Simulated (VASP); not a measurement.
Here is a VASP 6.6.1 calculation.

File INCAR:

```
SYSTEM = Rh
PREC = Accurate ; ENCUT = 520
EDIFF = 1E-6 ; ISMEAR = 0
SIGMA = 0.15 ; LREAL = .FALSE.
LASPH = .TRUE. ; NELM = 60
ALGO = Fast ; ISIF = 2
LWAVE = .FALSE. ; LCHARG = .FALSE.
GGA = PE ; NBANDS = 38
```

The input KPOINTS:

```
Automatic mesh
0
G
  10 10 10
  0 0 0
```

POSCAR

```
Rh
1.0
    3.8299308239      0.0000000000      0.0000000000
    0.0000000000     -3.8299308239      0.0000000000
    0.0000000000      0.0000000000     -3.8299308239
Rh
4
Direct
    0.0000000000      0.5000000000      0.5000000000
    0.5000000000      0.0000000000      0.5000000000
    0.5000000000      0.5000000000      0.0000000000
    0.0000000000      0.0000000000      0.0000000000
```

Potentials or basis: VASP PAW PBE potentials, release 64 (Rh_pv).

Launch:

```sh
$ cat potpaw_PBE.64/Rh_pv/POTCAR > POTCAR
$ mpirun -np 1 vasp_std > vasp.out
```

Estimate the pressure.

0.2 GPa.

What does it give for the band gap on the k mesh?

Zero (band 30 reaches 12.47 eV, above the bottom of band 31 at 10.46 eV).
